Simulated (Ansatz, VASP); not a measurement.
K in VASP and in Ansatz

```
K
1.0
    -2.20347    2.20347    2.20347
     2.20347   -2.20347    2.20347
     2.20347    2.20347   -2.20347
K
1
Direct
  0.00000 0.00000 0.00000
```

Change from the starting cell: volume scaled by 0.6, LAPW.

Alike in both runs: task single point; functional PBEsol; k mesh 12 × 12 × 12; occupations fermi-dirac, width 0.05 eV; no spin polarisation.

|  | VASP | Ansatz |
| --- | --- | --- |
| version | VASP 6.6.1 | Ansatz 0.2.0 |
| potentials or method | VASP PAW PBE potentials, release 64 (K_sv), cutoff 520 eV | all-electron LAPW, scalar-relativistic |

|  | VASP | Ansatz | Ansatz less VASP |
| --- | --- | --- | --- |
| pressure (GPa) | 4.8 | 4.8 | +0.01 |

VASP's potentials were made for PBE, not for PBEsol. Ansatz ran all-electron here, and VASP with PAW potentials.
